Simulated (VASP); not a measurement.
Input of a VASP 6.6.1 run:

Contents of POSCAR:

```
BN
1.0
    0.0000000000      1.7858059850      1.8130010000
    1.7858059850      0.0000000000      1.8130010000
    1.7858059850      1.7858059850      0.0000000000
B N
1 1
Direct
    0.0000000000      0.0000000000      0.0000000000
    0.7500000000      0.7500000000      0.7500000000
```

INCAR.step1

```
PREC = Accurate ; ENCUT = 520
ISMEAR = 0 ; SIGMA = 0.05
LREAL = F ; LASPH = T
NELM = 60 ; NBANDS = 11
GGA = PE ; ALGO = Normal
EDIFF = 1E-4 ; LWAVE = T
LCHARG = F
```

The input INCAR.step2:

```
PREC = Accurate ; ENCUT = 520
EDIFF = 1E-6 ; ISMEAR = 0
SIGMA = 0.05 ; LREAL = F
LASPH = T ; NELM = 60
ALGO = Normal ; ISIF = 2
LWAVE = F ; LCHARG = F
METAGGA = R2SCAN ; LMIXTAU = T
NBANDS = 11 ; ISTART = 1
```

The input KPOINTS:

```
Automatic mesh
0
Gamma
  12 12 12
```

Potentials or basis: VASP PAW PBE potentials, release 64 (B, N).

Run with:

```bash
$ cat potpaw_PBE.64/B/POTCAR potpaw_PBE.64/N/POTCAR > POTCAR
$ cp INCAR.step1 INCAR
$ mpirun -np 1 vasp_std > vasp.out
$ cp INCAR.step2 INCAR
$ mpirun -np 1 vasp_std > vasp.out
```

Q: What does it give for the band gap on the k mesh?

A: 4.86 eV, indirect (least direct gap 9.54 eV).

Q: Predict the pressure.

A: 7.9 GPa.

Stress tensor (GPa, compression positive):
```
11.32  0.00  0.00
 0.00 11.32  0.00
 0.00  0.00  1.18
```

Caveat: the cell differs from its parent crystal (strain -0.015 along x and y, +0.000 along z); the PAW data sets were made with another functional, which shifts forces and pressure a little. A k mesh can miss the band edges.
